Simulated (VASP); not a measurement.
CoO: single point with LDA

Crystal: CoO.

```
Co O
1.0
     2.91416    0.00000    0.00000
    -1.45708    2.52374    0.00000
     0.00000    0.00000    5.28903
Co O
2 2
Direct
  0.00000 0.00000 0.01361
  0.33333 0.66667 0.51361
  0.00000 0.00000 0.36138
  0.33333 0.66667 0.86140
```

- Program: VASP 6.6.1
- Task: single point
- Functional: LDA
- Potentials or basis: VASP PAW LDA potentials, release 64 (Co_sv, O)
- Cutoff: 600 eV
- k mesh: 6 × 6 × 4
- Occupations: gaussian, width 0.1 eV
- Spin: collinear spin, antiferromagnetic start
- Starting moments: [-2.15, 2.15, 0.15, -0.16] μB
- Dipole correction: no
- Second run: valence_matched
- Further INCAR settings: ALGO = Normal; EDIFF = 1e-06; NBANDS = 35

| Property | Result |
| --- | --- |
| Pressure | -3.5 GPa |
| Largest force | 0.113 eV/Å |
| Band gap on the k mesh | zero (filled and empty bands overlap) |
| Net moment | 0.00 μB per cell |
| Site moments | Co -1.16, +1.16; O +0.04, -0.04 μB |
| Valence electrons inside the program's atomic spheres | Co 15.09; O 4.99 |

Forces in eV/Å, atoms in the order of the input:
```
Co   0.000  0.000 -0.113
Co   0.000  0.000 -0.111
O    0.000  0.000  0.113
O    0.000  0.000  0.112
```

Stress tensor (GPa, compression positive):
```
-3.94  0.00  0.00
 0.00 -3.94  0.00
 0.00  0.00 -2.64
```

Levels at points of the mesh, in eV from the Fermi level:
Spin up:
| k point | band 20 | band 21 | band 22 | band 23 | band 24 | band 25 | band 26 | band 27 |
| --- | --- | --- | --- | --- | --- | --- | --- | --- |
| (0.00, 0.00, 0.00) | -1.07 | -1.07 | 0.23 | 0.23 | 0.29 | 1.72 | 1.72 | 1.93 |
| (0.50, 0.00, 0.00) | -1.32 | -0.90 | -0.82 | -0.35 | -0.18 | 0.42 | 1.17 | 6.65 |
| (0.00, 0.00, 0.50) | -1.09 | -0.89 | 0.12 | 0.55 | 0.55 | 1.36 | 1.36 | 3.22 |
| (0.50, 0.00, 0.50) | -1.28 | -0.74 | -0.65 | -0.35 | -0.05 | 0.29 | 0.76 | 6.22 |
Spin down:
```tsv
k point	band 19	band 20	band 21	band 22	band 23	band 24	band 25	band 26	band 27	band 28
(0.00, 0.00, 0.00)	-1.74	-1.07	-1.07	0.24	0.24	0.29	1.72	1.72	1.93	6.75
(0.50, 0.00, 0.00)	-1.40	-1.32	-0.90	-0.82	-0.35	-0.18	0.42	1.17	6.65	7.05
(0.00, 0.00, 0.50)	-1.09	-1.09	-0.89	0.12	0.55	0.55	1.36	1.36	3.22	3.43
(0.50, 0.00, 0.50)	-1.42	-1.28	-0.74	-0.65	-0.35	-0.05	0.29	0.76	6.22	6.43
```

It took 35 s on 1 thread of Intel(R) Xeon(R) 6975P-C (Granite Rapids), on a shared host, peak memory 0.19 GiB.

Caveat: the k points lie up to 0.41 Å⁻¹ apart; semilocal functionals often make such compounds metallic where correlation or magnetic order opens a gap, which also shifts bond lengths. With open d or f shells a metallic result of LDA can be an artefact of self-interaction; +U or a hybrid may open a gap.
